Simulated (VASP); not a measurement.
Here is a VASP 6.6.1 calculation.

The input INCAR:

```
PREC = Accurate
ENCUT = 520
EDIFF = 1E-6
ISMEAR = 0
SIGMA = 0.05
LREAL = F
LASPH = T
NELM = 100
ALGO = Normal
ISIF = 2
LWAVE = F
LCHARG = F
GGA = PE
NBANDS = 33
```

Contents of KPOINTS:

```
regular mesh
0
Gamma
  6 6 10
```

Contents of POSCAR:

```
TiO2
1.0
    4.6430645122      0.0000000000      0.0000000000
    0.0000000000      4.6430645122     -0.2321532256
    0.0000000000     -0.1482012200      2.9640243990
Ti O
2 4
Direct
    0.0000000000      0.0000000000      0.0000000000
    0.5000000000      0.5000000000      0.5000000000
    0.3051105247      0.3051105247      0.0000000000
    0.1948894753      0.8051105247      0.5000000000
    0.6948894753      0.6948894753      0.0000000000
    0.8051105247      0.1948894753      0.5000000000
```

Potentials or basis: VASP PAW PBE potentials, release 64 (Ti_sv, O).

Run with:

```console
$ cat potpaw_PBE.64/Ti_sv/POTCAR potpaw_PBE.64/O/POTCAR > POTCAR
$ mpirun -np 1 vasp_std > vasp.out
```

Question: Predict the band gap on the k mesh.

Answer: 1.79 eV (least direct gap 1.86 eV).

Question: Predict the largest force.

Answer: 0.552 eV/Å.

Question: Estimate the pressure.

Answer: 2.9 GPa.

Stress tensor (GPa, compression positive):
```
 2.20  0.00  0.00
 0.00  2.76 13.79
 0.00 13.79  3.60
```

Caveat: the cell differs from its parent crystal (strain -0.1000 x Voigt [0, 0, 0, 1, 0, 0]). A k mesh can miss the band edges.
